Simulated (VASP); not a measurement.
Here is a VASP 6.6.1 calculation.

Contents of INCAR:

```
  PREC = Accurate
  ENCUT = 520
  EDIFF = 1E-6
  ISMEAR = -1
  SIGMA = 0.05
  LREAL = F
  LASPH = T
  NELM = 100
  ALGO = Normal
  ISIF = 2
  LWAVE = F
  LCHARG = F
  GGA = CA
  NBANDS = 17
```

File KPOINTS:

```
Automatic mesh
0
Gamma
  11 11 6
```

Contents of POSCAR:

```
Pt
1.0
    2.8148100603      0.0000000000      0.0000000000
   -1.4074050301      2.4376970190      0.0000000000
    0.0000000000      0.0000000000      4.8861212732
Pt
2
Direct
    0.3333333333      0.6666666667      0.2500000000
    0.6666666667      0.3333333333      0.7500000000
```

Potentials or basis: VASP PAW LDA potentials, release 64 (Pt).

Launch:

```bash
$ cat potpaw_LDA.64/Pt/POTCAR > POTCAR
$ mpirun -np 1 vasp_std > vasp.out
```

**Question.** What does it give for the band gap on the k mesh?

**Answer.** Zero (bands 10 and 11 overlap by 1.06 eV).

**Question.** Estimate the pressure.

**Answer.** -25.6 GPa.

Stress tensor (GPa, compression positive):
```
-25.99   0.00   0.00
  0.00 -25.99   0.00
  0.00   0.00 -24.80
```

Caveat: the cell stands under tension; spin-orbit coupling is left out, which moves the levels of the heavy elements.
